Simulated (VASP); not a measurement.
A run of VASP 6.6.1 is set up as follows.

The input INCAR:

```
PREC     = Accurate       # precision mode
ENCUT    = 520            # plane-wave cutoff, eV
EDIFF    = 1E-7           # SCF threshold, eV
ISMEAR   = 0              # smearing method
SIGMA    = 0.05           # smearing width, eV
LREAL    = F              # projectors in reciprocal space
LASPH    = T              # aspherical terms in the spheres
NELM     = 80             # most SCF steps
ALGO     = Normal         # electronic algorithm
ISIF     = 2              # what is computed and relaxed
LWAVE    = F              # write WAVECAR
LCHARG   = F              # write CHGCAR
GGA      = PS             # functional
NBANDS   = 22             # bands
```

The input KPOINTS:

```
Automatic mesh
0
Gamma
  6 6 4
```

POSCAR

```
F
1.0
    3.6463215400     -2.1546580300      0.0000000000
    3.6463215400      2.1546580300      0.0000000000
    0.0000000000      0.0000000000      6.2800901100
F
4
Direct
    0.9125420000      0.0874580000      0.0960130000
    0.5874580000      0.4125420000      0.5960130000
    0.4125420000      0.5874580000      0.4039870000
    0.0874580000      0.9125420000      0.9039870000
```

Potentials or basis: VASP PAW PBE potentials, release 64 (F).

Launch:

```sh
$ cat potpaw_PBE.64/F/POTCAR > POTCAR
$ mpirun -np 1 vasp_std > vasp.out
```

Question: What does it give for the band gap on the k mesh?

Answer: 3.09 eV.

Question: What does it give for the largest force?

Answer: 0.345 eV/Å.

Forces on the atoms (eV/Å):
```
F    0.000 -0.182 -0.293
F    0.000  0.182 -0.293
F    0.000 -0.182  0.293
F    0.000  0.182  0.293
```

Caveat: the cell differs from its parent crystal (strain +0.030 along x and y, -0.015 along z); the PAW data sets were made with another functional, which shifts forces and pressure a little. A k mesh can miss the band edges.
